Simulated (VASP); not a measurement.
Here is a VASP 6.6.1 calculation.

Contents of INCAR:

```
ALGO = Normal
EDIFF = 1E-6
ENCUT = 520
GGA = PE
ISIF = 2
ISMEAR = 0
ISPIN = 2
LASPH = T
LCHARG = F
LMAXMIX = 4
LORBIT = 11
LREAL = F
LWAVE = F
MAGMOM = 1 1 1 1 0 0
NBANDS = 41
NELM = 150
PREC = Accurate
SIGMA = 0.1
```

File KPOINTS:

```
k-points
0
Gamma
  6 6 4
```

The input POSCAR:

```
ReRhO
1.0
    3.6483029900      0.0000000000      0.0000000000
   -1.8241514900      3.1595230700      0.0000000000
    0.0000000000      0.0000000000      6.5374675100
Re Rh O
2 2 2
Direct
    0.6666666700      0.3333333300      0.7500000000
    0.3333333300      0.6666666700      0.2500000000
    0.0000000000      0.0000000000      0.5000000000
    0.0000000000      0.0000000000      0.0000000000
    0.3333333300      0.6666666700      0.7500000000
    0.6666666700      0.3333333300      0.2500000000
```

Potentials or basis: VASP PAW PBE potentials, release 64 (Re, Rh_pv, O).

Command:

```bash
$ cat potpaw_PBE.64/Re/POTCAR potpaw_PBE.64/Rh_pv/POTCAR potpaw_PBE.64/O/POTCAR > POTCAR
$ mpirun -np 1 vasp_std > vasp.out
```

**Question.** Predict the pressure.

**Answer.** 0.6 GPa.

**Question.** Predict the net moment.

**Answer.** 0.00 μB per cell.

Stress tensor (GPa, compression positive):
```
-6.23  0.00  0.00
 0.00 -6.23  0.00
 0.00  0.00 14.40
```
